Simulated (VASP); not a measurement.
Here is a VASP 6.6.1 calculation.

The input INCAR:

```
  PREC = Accurate
  ENCUT = 520
  EDIFF = 1E-6
  ISMEAR = 0
  SIGMA = 0.02
  LREAL = False
  LASPH = True
  NELM = 100
  ALGO = Normal
  ISIF = 2
  LWAVE = False
  LCHARG = False
  GGA = PE
  NBANDS = 46
```

File KPOINTS:

```
Automatic mesh
0
Gamma
  6 6 2
```

The input POSCAR:

```
Zn3CdTe4
1.0
    4.5263665877      0.0000000000      0.0000000000
    0.0000000000      4.5263665877      0.0000000000
    0.0000000000      0.0000000000     12.8713838916
Zn Cd Te
3 1 4
Direct
    0.0000000000      0.0000000000      0.7590772149
    0.5000000000      0.5000000000      0.0000000000
    0.0000000000      0.0000000000      0.2409227851
    0.5000000000      0.5000000000      0.5000000000
    0.5000000000      0.0000000000      0.8795974652
    0.0000000000      0.5000000000      0.1204025348
    0.5000000000      0.0000000000      0.3605282425
    0.0000000000      0.5000000000      0.6394717575
```

Potentials or basis: VASP PAW PBE potentials, release 64 (Zn, Cd, Te).

Launch:

```bash
$ cat potpaw_PBE.64/Zn/POTCAR potpaw_PBE.64/Cd/POTCAR potpaw_PBE.64/Te/POTCAR > POTCAR
$ mpirun -np 1 vasp_std > vasp.out
```

Predict the band gap on the k mesh.

0.65 eV, direct.

What does it give for the largest force?

0.016 eV/Å.

What does it give for the pressure?

-2.0 GPa.

Forces in eV/Å, atoms in the order of the input:
```
Zn   0.000  0.000  0.002
Zn   0.000  0.000  0.000
Zn   0.000  0.000 -0.002
Cd   0.000  0.000  0.000
Te   0.000  0.000  0.000
Te   0.000  0.000  0.000
Te   0.000  0.000 -0.016
Te   0.000  0.000  0.016
```

Caveat: spin-orbit coupling is left out, which moves the levels of the heavy elements.
